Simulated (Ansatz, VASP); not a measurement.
# One calculation of Y, two programs

```
Y
1.0
     0.00000    2.53354    2.53354
     2.53354    0.00000    2.53354
     2.53354    2.53354    0.00000
Y
1
Cartesian
  0.0000 0.0000 0.0000
```

Alike in both runs: task single point; functional PBE; k mesh 14 × 14 × 14; occupations fermi-dirac, width 0.08 eV; no spin polarisation.

|  | VASP | Ansatz |
| --- | --- | --- |
| version | VASP 6.6.1 | Ansatz 0.2.0 |
| potentials or method | VASP PAW PBE potentials, release 64 (Y_sv), cutoff 520 eV | all-electron LAPW, scalar-relativistic |

|  | VASP | Ansatz | Ansatz less VASP |
| --- | --- | --- | --- |
| pressure (GPa) | -0.1 | 0.0 | +0.11 |

Ansatz ran all-electron here, and VASP with PAW potentials.
